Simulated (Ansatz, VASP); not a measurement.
One calculation of Sr, two programs

```
Sr
1.0
     4.43977    0.00000    0.00000
    -2.21989    3.84496    0.00000
     0.00000    0.00000    6.83928
Sr
2
Cartesian
  0.0000 2.5633 1.7098
  2.2199 1.2817 5.1295
```

Alike in both runs: task single point; functional PBE; k mesh 12 × 12 × 6; occupations gaussian, width 0.1 eV; no spin polarisation.

|  | VASP | Ansatz |
| --- | --- | --- |
| version | VASP 6.6.1 | Ansatz 0.2.0 |
| potentials or method | VASP PAW PBE potentials, release 64 (Sr_sv), cutoff 520 eV | scalar-relativistic, plane waves, PAW |
| valence electrons in the cell | 20 | 20 |

```tsv
	VASP	Ansatz	Ansatz less VASP
gap on the k mesh at the Fermi level (eV)	none	none	-
pressure (GPa)	-0.5	-0.5	0.00
traceless stress, the component that is largest in VASP (GPa)	0.68	0.68	-0.002
```

A gap of «none» marks a metal or a gap that the smearing closes.
